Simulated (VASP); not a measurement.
# Ru3N (Pm-3m) in VASP: a series of runs

Runs on Ru3N. Level: PBE. Tasks: single point, relaxation of cell and atoms.

Everything below comes from runs of VASP 6.6.1. Logs are shortened: lines on timing, memory, paths and dates and some standing lists are left out, and cuts for length are marked.

## (1) The cell of the first run

It takes space group Pm-3m (No. 221, cubic). Conventional cell: a = 3.700 Å, b = 3.700 Å, c = 3.700 Å, α = 90.00°, β = 90.00°, γ = 90.00°. Within 3.5 Å of Ru (site symmetry 4/mmm) lie 8 Ru at 2.62 Å and 4 N at 2.62 Å. Within 3.5 Å of N (site symmetry m-3m) lie 12 Ru at 2.62 Å.

## (2) Single point, PBE

Input file INCAR:

```
SYSTEM = Ru3N
ALGO     = Normal         ! electronic algorithm
EDIFF    = 1E-7           ! SCF threshold, eV
ENCUT    = 520            ! plane-wave cutoff, eV
GGA      = PE             ! functional
ISIF     = 2              ! what is computed and relaxed
ISMEAR   = 0              ! smearing method
LASPH    = .TRUE.         ! aspherical terms in the spheres
LCHARG   = .FALSE.        ! write CHGCAR
LREAL    = .FALSE.        ! projectors in reciprocal space
LWAVE    = .FALSE.        ! write WAVECAR
NBANDS   = 32             ! bands
NELM     = 80             ! most SCF steps
PREC     = Accurate       ! precision mode
SIGMA    = 0.1            ! smearing width, eV
```

Input file KPOINTS:

```
k-points
0
G
  6 6 6
  0 0 0
```

Input file POSCAR:

```
Ru3N
1.0
    3.6995615386      0.0000000000      0.0000000000
    0.0000000000      3.6995615386      0.0000000000
    0.0000000000      0.0000000000      3.6995615386
Ru N
3 1
Direct
    0.0000000000      0.5000000000      0.5000000000
    0.5000000000      0.0000000000      0.5000000000
    0.5000000000      0.5000000000      0.0000000000
    0.0000000000      0.0000000000      0.0000000000
```

Potentials or basis: VASP PAW PBE potentials, release 64 (Ru_pv, N).

Started as:

```console
cat potpaw_PBE.64/Ru_pv/POTCAR potpaw_PBE.64/N/POTCAR > POTCAR
mpirun -np 1 vasp_std > vasp.out
```

OUTCAR:

```text
SYSTEM = Ru3N
   EDIFF = 1E-7
   ENCUT = 520
   GGA = PE
   ISIF = 2
   ISMEAR = 0
   LASPH = .TRUE.
   LREAL = .FALSE.
   NELM = 80
   PREC = Accurate

 ion  position               nearest neighbor table
   1  0.000  0.500  0.500-   2 2.62   3 2.62   3 2.62   2 2.62   2 2.62   3 2.62   3 2.62   2 2.62

   2  0.500  0.000  0.500-   1 2.62   3 2.62   3 2.62   1 2.62   3 2.62   3 2.62   1 2.62   1 2.62

   3  0.500  0.500  0.000-   1 2.62   2 2.62   1 2.62   2 2.62   2 2.62   2 2.62   1 2.62   1 2.62

   4  0.000  0.000  0.000-

  LATTYP: Found a simple cubic cell.
 ALAT       =     3.6995615386

  Lattice vectors:

 A1 = (   3.6995615386,   0.0000000000,   0.0000000000)
 A2 = (   0.0000000000,   3.6995615386,   0.0000000000)
 A3 = (   0.0000000000,   0.0000000000,   3.6995615386)

Analysis of symmetry for initial positions (statically):
=====================================================================
 Subroutine PRICEL returns:
 Original cell was already a primitive cell.

 Routine SETGRP: Setting up the symmetry group for a
 simple cubic supercell.

 Subroutine GETGRP returns: Found 48 space group operations
 (whereof 48 operations were pure point group operations)
 out of a pool of 48 trial point group operations.

The static configuration has the point symmetry O_h .

Analysis of symmetry for dynamics (positions and initial velocities):
=====================================================================
 Subroutine PRICEL returns:
 Original cell was already a primitive cell.

 Routine SETGRP: Setting up the symmetry group for a
 simple cubic supercell.

 Subroutine GETGRP returns: Found 48 space group operations
 (whereof 48 operations were pure point group operations)
 out of a pool of 48 trial point group operations.

The dynamic configuration has the point symmetry O_h .

 Subroutine INISYM returns: Found 48 space group operations
 (whereof 48 operations are pure point group operations),
 and found     1 'primitive' translations

----------------------------------------------------------------------------------------

                                     Primitive cell

  volume of cell :      50.6350

  direct lattice vectors                    reciprocal lattice vectors
     3.699561539  0.000000000  0.000000000     0.270302302  0.000000000  0.000000000
     0.000000000  3.699561539  0.000000000     0.000000000  0.270302302  0.000000000
     0.000000000  0.000000000  3.699561539     0.000000000  0.000000000  0.270302302

  length of vectors
     3.699561539  3.699561539  3.699561539     0.270302302  0.270302302  0.270302302

  position of ions in fractional coordinates (direct lattice)
     0.000000000  0.500000000  0.500000000
     0.500000000  0.000000000  0.500000000
     0.500000000  0.500000000  0.000000000
     0.000000000  0.000000000  0.000000000

  ion indices of the primitive-cell ions
   primitive index   ion index
                 1           1
                 2           2
                 3           3
                 4           4

----------------------------------------------------------------------------------------

 KPOINTS: k-points

Automatic generation of k-mesh.
 Grid dimensions read from file:
 generate k-points for:    6    6    6

 Generating k-lattice:

  Cartesian coordinates                     Fractional coordinates (reciprocal lattice)
     0.045050384  0.000000000  0.000000000     0.166666667  0.000000000  0.000000000
     0.000000000  0.045050384  0.000000000     0.000000000  0.166666667  0.000000000
     0.000000000  0.000000000  0.045050384     0.000000000  0.000000000  0.166666667

  Length of vectors
     0.045050384  0.045050384  0.045050384

  Shift w.r.t. Gamma in fractional coordinates (k-lattice)
     0.000000000  0.000000000  0.000000000

 Subroutine IBZKPT returns following result:
 ===========================================

 Found     20 irreducible k-points:

 Following reciprocal coordinates:
            Coordinates               Weight
  0.000000  0.000000  0.000000      1.000000
  0.166667  0.000000  0.000000      6.000000
  0.333333  0.000000  0.000000      6.000000
  0.500000  0.000000  0.000000      3.000000
  0.166667  0.166667  0.000000     12.000000
  0.333333  0.166667  0.000000     24.000000
[... 12 lines left out ...]
  0.500000  0.500000  0.333333      6.000000
  0.500000  0.500000  0.500000      1.000000
   k-points           NKPTS =     20   k-points in BZ     NKDIM =     20   number of bands    NBANDS=     32
   number of dos      NEDOS =    301   number of ions     NIONS =      4
   total plane-waves  NPLWV =  21952
   dimension x,y,z NGX =    28 NGY =   28 NGZ =   28
   dimension x,y,z NGXF=    56 NGYF=   56 NGZF=   56
   ions per type =               3   1
   NGX,Y,Z   is equivalent  to a cutoff of  12.58, 12.58, 12.58 a.u.
   NGXF,Y,Z  is equivalent  to a cutoff of  25.16, 25.16, 25.16 a.u.
 SYSTEM =  Ru3N
   PREC   = accura    normal or accurate (medium, high low for compatibility)
   ISTART =      0    job   : 0-new  1-cont  2-samecut
   ICHARG =      2    charge: 1-file 2-atom 10-const
   ISPIN  =      1    spin polarized calculation?
   LNONCOLLINEAR =      F non collinear calculations
   LSORBIT =      F    spin-orbit coupling
   LASPH  =      T    aspherical Exc in radial PAW
   ENCUT  =  520.0 eV  38.22 Ry    6.18 a.u.   6.88  6.88  6.88*2*pi/ulx,y,z
   NELM   =     80;   NELMIN=  2; NELMDL= -5     # of ELM steps
   EDIFF  = 0.1E-06   stopping-criterion for ELM
   LREAL  =      F    real-space projection
   EDIFFG = 0.1E-05   stopping-criterion for IOM
   NSW    =      0    number of steps for IOM
   IBRION =     -1    ionic relax: 0-MD 1-quasi-New 2-CG
   NFREE  =      0    steps in history (QN), initial steepest desc. (CG)
   ISIF   =      2    stress and relaxation
   ISYM   =      2    0-nonsym 1-usesym 2-fastsym
   POTIM  = 0.5000    time-step for ionic-motion
   TEBEG  =    0.0;   TEEND  =   0.0 temperature during run
   PSTRESS=    0.0 pullay stress
   NELECT =      47.0000    total number of electrons
   NUPDOWN=      -1.0000    fix difference up-down
   EMIN   =  10.00;   EMAX   =-10.00  energy-range for DOS
   EFERMI =   0.00;   METHOD = LEGACY
   ISMEAR =     0;   SIGMA  =   0.10  broadening in eV -4-tet -1-fermi 0-gaus
   EFERMI_NEDOS =   21; number of points for ismear=-14 and -15
   IALGO  =     38    algorithm
   IMIX   =      4    mixing-type and parameters
     AMIX     =   0.40;   BMIX     =  1.00
     AMIX_MAG =   1.60;   BMIX_MAG =  1.00
  volume/ion in A,a.u.               =      12.66        85.43
  Fermi-wavevector in a.u.,A,eV,Ry     =   1.596947  3.017792 34.698122  2.550240
  Thomas-Fermi vector in A             =   2.694630
   LORBIT       =      0    0 simple, 1 ext, 2 COOP (PROOUT), +10 PAW based schemes
   GGA     = PE    functional components
   LHFCALC =     F    Hartree Fock is set to
   AEXX    =    0.0000 exact exchange contribution
   IVDW    =     0    specifies the selected vdW correction
   LEPSILON=     F    determine dielectric tensor
   LRPA    =     F    only Hartree local field effects (RPA)
 non-spin polarized calculation
 Gauss-broadening in eV      SIGMA  =   0.10
  energy-cutoff  :      520.00
  volume of cell :       50.63
 maximum number of plane-waves:      1406
 NGX is ok and might be reduce to    28
   NGX = 13   NGY = 13   NGZ = 13

 number of electron      46.9999970 magnetization

 Free energy of the ion-electron system (eV)
  ---------------------------------------------------
  ext. energy  EPLUGINS =         0.00000000
  ---------------------------------------------------
  free energy    TOTEN  =       -30.25164266 eV

  energy without entropy =      -30.21648825  energy(sigma->0) =      -30.23406546

 E-fermi :  11.2767     XC(G=0): -13.5059

 val. band max:       11.2741474950   @ k =   0.3333   0.3333   0.1667
 cond. band min:      11.2957868246   @ k =   0.5000   0.5000   0.5000
 fundamental gap:      0.0216393296
 Fermi energy:        11.2767200933

 k-point     1 :       0.0000    0.0000    0.0000
  band No.  band energies     occupation
      1     -32.1537      2.00000
      2     -32.1537      2.00000
      3     -32.1537      2.00000
      4     -31.5288      2.00000
      5     -31.5288      2.00000
      6     -31.5288      2.00000
[... 24 lines left out ...]
     31      18.6378      0.00000
     32      18.6378      0.00000

 k-point     2 :       0.1667    0.0000    0.0000
  band No.  band energies     occupation
      1     -32.1214      2.00000
      2     -32.1214      2.00000
      3     -32.1008      2.00000
      4     -31.5403      2.00000
      5     -31.5403      2.00000
      6     -31.5330      2.00000
[... 24 lines left out ...]
     31      19.4301      0.00000
     32      19.4301      0.00000

 k-point     3 :       0.3333    0.0000    0.0000
  band No.  band energies     occupation
      1     -32.0450      2.00000
      2     -32.0450      2.00000
      3     -31.9523      2.00000
      4     -31.5780      2.00000
      5     -31.5780      2.00000
      6     -31.5413      2.00000
[... 24 lines left out ...]
     31      20.3206      0.00000
     32      20.3206      0.00000

 k-point     4 :       0.5000    0.0000    0.0000
  band No.  band energies     occupation
      1     -31.9966      2.00000
      2     -31.9966      2.00000
      3     -31.7656      2.00000
      4     -31.7053      2.00000
      5     -31.6096      2.00000
      6     -31.6096      2.00000
[... 514 lines left out ...]
     31      18.9740      0.00000
     32      19.4140      0.00000

 k-point    19 :       0.5000    0.5000    0.3333
  band No.  band energies     occupation
      1     -32.4624      2.00000
      2     -32.0056      2.00000
      3     -31.9527      2.00000
      4     -31.9527      2.00000
      5     -31.4303      2.00000
      6     -31.3604      2.00000
[... 24 lines left out ...]
     31      18.5132      0.00000
     32      18.5132      0.00000

 k-point    20 :       0.5000    0.5000    0.5000
  band No.  band energies     occupation
      1     -32.5289      2.00000
      2     -32.0047      2.00000
      3     -32.0047      2.00000
      4     -32.0047      2.00000
      5     -31.3601      2.00000
      6     -31.3601      2.00000
[... 24 lines left out ...]
     31      18.6869      0.00000
     32      18.6869      0.00000

------------------------ aborting loop because EDIFF is reached ----------------------------------------

  FORCE on cell =-STRESS in cart. coord.  units (eV):
  Direction    XX          YY          ZZ          XY          YZ          ZX
  --------------------------------------------------------------------------------------
  -------------------------------------------------------------------------------------
  Total        0.1004284      0.1004284      0.1004284     -0.0000000      0.0000000     -0.0000000
  in kB        3.1777248      3.1777248      3.1777248     -0.0000000      0.0000000     -0.0000000
  external PRESSURE =       3.1777248 kB  Pullay stress =       0.0000000 kB

 VOLUME and BASIS-vectors are now :
 -----------------------------------------------------------------------------
  energy-cutoff  :      520.00
  volume of cell :       50.63
      direct lattice vectors                 reciprocal lattice vectors
     3.699561539  0.000000000  0.000000000     0.270302302  0.000000000  0.000000000
     0.000000000  3.699561539  0.000000000     0.000000000  0.270302302  0.000000000
     0.000000000  0.000000000  3.699561539     0.000000000  0.000000000  0.270302302

 POSITION                                       TOTAL-FORCE (eV/Angst)
 -----------------------------------------------------------------------------------
      0.00000      1.84978      1.84978         0.000000      0.000000      0.000000
      1.84978      0.00000      1.84978         0.000000      0.000000      0.000000
      1.84978      1.84978      0.00000         0.000000      0.000000      0.000000
      0.00000      0.00000      0.00000         0.000000      0.000000      0.000000
 -----------------------------------------------------------------------------------
    total drift:                                0.000000      0.000000      0.000000

  FREE ENERGIE OF THE ION-ELECTRON SYSTEM (eV)
  ---------------------------------------------------
  free  energy   TOTEN  =       -30.2516426637 eV

  energy  without entropy=      -30.2164882477  energy(sigma->0) =      -30.23406546
```

Run time: 27 s. Hardware: 1 thread of Intel Xeon Platinum 8259CL at 2.50GHz (Skylake/Cascade Lake), shared host; peak memory 0.16 GiB.

Results:

```
Free energy : -30.2516 eV
Pressure    : 0.3 GPa
```

## (3) Relaxation of cell and atoms, PBE

This run uses another cell than the first one, of 11.23 Å³/atom, 0.887 times its volume.

Input file INCAR:

```
PREC = Accurate
ENCUT = 600
EDIFF = 1E-7
ISMEAR = 0
SIGMA = 0.1
LREAL = F
LASPH = T
NELM = 60
ALGO = Normal
ISIF = 3
LWAVE = F
LCHARG = F
GGA = PE
IBRION = 2
NSW = 90
EDIFFG = -0.04
```

Input file KPOINTS:

```
regular mesh
0
Gamma
  6 6 6
```

Input file POSCAR:

```
Ru3N
1.0
    3.5545931273      0.0000000000      0.0000000000
    0.0000000000      3.5545931273      0.0000000000
    0.0000000000      0.0000000000      3.5545931273
Ru N
3 1
Direct
    0.0000000000      0.5000000000      0.5000000000
    0.5000000000      0.0000000000      0.5000000000
    0.5000000000      0.5000000000      0.0000000000
    0.0000000000      0.0000000000      0.0000000000
```

Potentials or basis: VASP PAW PBE potentials, release 64 (Ru_pv, N).

Started as:

```console
cat potpaw_PBE.64/Ru_pv/POTCAR potpaw_PBE.64/N/POTCAR > POTCAR
mpirun -np 1 vasp_std > vasp.out
```

Wall time 99 s (1 thread of Intel Xeon Platinum 8259CL at 2.50GHz (Skylake/Cascade Lake), shared host); peak memory 0.17 GiB.

It converged, with:

- Free energy: -30.2450 eV
- Relaxed volume: 12.70 Å³/atom
- Relaxed cell: a = 3.703 Å, b = 3.703 Å, c = 3.703 Å, α = 90.00°, β = 90.00°, γ = 90.00°
- Space group after relaxing (to 0.05 Å): Pm-3m (No. 221)
- Energy gained by relaxing: 162.1 meV/atom
- Ionic steps: 4
- Pressure after relaxing: -0.5 GPa

Step by step:
```tsv
step	energy change (eV)	largest force (eV/Å)	pressure (GPa)	volume (Å³)
1	0.0000	0.0000	40.29	44.91
2	1.5027	0.0000	-35.23	65.88
3	-0.6435	0.0000	-2.73	51.26
4	-0.6483	0.0000	-0.47	50.79
```

Final structure:
```cif
data_structure
_symmetry_space_group_name_H-M 'P 1'
_symmetry_Int_Tables_number 1
_cell_length_a 3.7033
_cell_length_b 3.7033
_cell_length_c 3.7033
_cell_angle_alpha 90.000
_cell_angle_beta 90.000
_cell_angle_gamma 90.000
_cell_volume 50.79
loop_
_atom_site_label
_atom_site_type_symbol
_atom_site_fract_x
_atom_site_fract_y
_atom_site_fract_z
_atom_site_occupancy
Ru1 Ru 0.00000 0.50000 0.50000 1
Ru2 Ru 0.50000 0.00000 0.50000 1
Ru3 Ru 0.50000 0.50000 0.00000 1
N1 N 0.00000 0.00000 0.00000 1
```

Levels at points of the mesh, in eV from the Fermi level:
```csv
k point,band 21,band 22,band 23,band 24,band 25,band 26
"(0.00, 0.00, 0.00)",-0.80,-0.80,-0.80,0.73,0.73,2.00
"(0.50, 0.00, 0.00)",-1.58,-1.34,-1.34,-0.24,0.34,0.89
"(0.50, 0.50, 0.00)",-1.39,-1.21,-1.15,-0.29,0.22,0.50
"(0.50, 0.50, 0.50)",-1.02,-1.02,-1.02,0.02,0.02,1.12
```
